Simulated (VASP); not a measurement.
Crystal: MnS.

```xyz
2
Lattice="0.0000 2.4400 2.4400 2.4400 0.0000 2.4400 2.4400 2.4400 0.0000" Properties=species:S:1:pos:R:3 pbc="T T T"
Mn    0.0000    0.0000    0.0000
S     3.6601    3.6601    3.6601
```

This cell differs from its parent crystal: volume scaled by 0.96.

Base run:

- Program: VASP 6.6.1
- Functional: PBEsol
- Potentials or basis: VASP PAW PBE potentials, release 64 (Mn_pv, S)
- Cutoff: 520 eV
- k mesh: 9 × 9 × 9
- Occupations: fermi-dirac, width 0.05 eV
- Spin: collinear spin, ferromagnetic start
- Starting moments: [4.0, 0.0] μB

Its results: pressure 3.4 GPa; net moment 0.18 μB per cell; site moments Mn +0.17; S -0.00 μB.

Q: The run is repeated on the same cell with these changes: functional from PBEsol to RPBE; dispersion from none to D3(BJ). What comes out?

A: Pressure -14.3 GPa; net moment 0.17 μB per cell; site moments Mn +0.17; S -0.00 μB.

Several settings changed at once, so the effect can't be laid on one alone.

Caveats: the PAW data sets were made with another functional, which shifts forces and pressure a little; the moment fell far below its start of 4 μB, so a state of higher moment may lie lower in energy; pairwise dispersion overbinds metals, which lowers pressure and volume (some runs).
